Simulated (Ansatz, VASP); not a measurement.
**Two plane-wave programs on NbSb**

Contents of POSCAR:

```
NbSb
1.0
    0.0000000000      3.1552113385      3.1552113385
    3.1552113385      0.0000000000      3.1552113385
    3.1552113385      3.1552113385      0.0000000000
Nb Sb
1 1
Direct
    0.0000000000      0.0000000000      0.0000000000
    0.2500000000      0.2500000000      0.2500000000
```

Contents of INCAR.step1:

```
PREC = Accurate
ENCUT = 520
ISMEAR = 0
SIGMA = 0.05
LREAL = F
LASPH = T
NELM = 60
NBANDS = 16
GGA = PE
ALGO = Normal
EDIFF = 1E-4
LWAVE = T
LCHARG = F
```

Contents of INCAR.step2:

```
PREC = Accurate
ENCUT = 520
EDIFF = 1E-6
ISMEAR = 0
SIGMA = 0.05
LREAL = F
LASPH = T
NELM = 60
ALGO = Normal
ISIF = 2
LWAVE = F
LCHARG = T
METAGGA = R2SCAN
LMIXTAU = T
LELF = T
LVHAR = T
NBANDS = 16
ISTART = 1
```

File KPOINTS:

```
Automatic mesh
0
Gamma
  10 10 10
```

Input for Ansatz:

```yaml
crystal:
  lattice:
    - [0.0, 3.1552113385, 3.1552113385]
    - [3.1552113385, 0.0, 3.1552113385]
    - [3.1552113385, 3.1552113385, 0.0]
  atoms:
    - { symbol: Nb, position: [0.0, 0.0, 0.0] }
    - { symbol: Sb, position: [0.25, 0.25, 0.25] }
basis:
  ecutwfc: 500
  ecutrho_ratio: 4
kpoints:
  mp_grid: { grid: [10, 10, 10] }
hamiltonian:
  xc: r2scan
scf:
  occupations: { method: gaussian, width: 0.05 }
output:
  forces: true
  stress: true
  eigenvalues: true
```

Alike in both runs: task single point; functional r2SCAN; k mesh 10 × 10 × 10; occupations gaussian, width 0.05 eV; no spin polarisation.

|  | VASP | Ansatz |
| --- | --- | --- |
| version | VASP 6.6.1 | Ansatz 0.2.0 |
| potentials or method | VASP PAW PBE potentials, release 64 (Nb_sv, Sb), cutoff 520 eV | scalar-relativistic, plane waves, PAW |
| valence electrons in the cell | 18 | 28 |

```tsv
	VASP	Ansatz	Ansatz less VASP
gap on the k mesh at the Fermi level (eV)	none	none	-
pressure (GPa)	-1.4	-1.4	+0.02
```

VASP's potentials were made for PBE, not for r2SCAN. A gap of «none» marks a metal or a gap that the smearing closes. With one functional, cell and mesh, what is left measures potentials, basis and numerics. VASP's potentials hold 18 valence electrons a cell and Ansatz's 28, so a difference there can come from the potentials and not from the codes.

Neither program's run includes spin-orbit coupling.
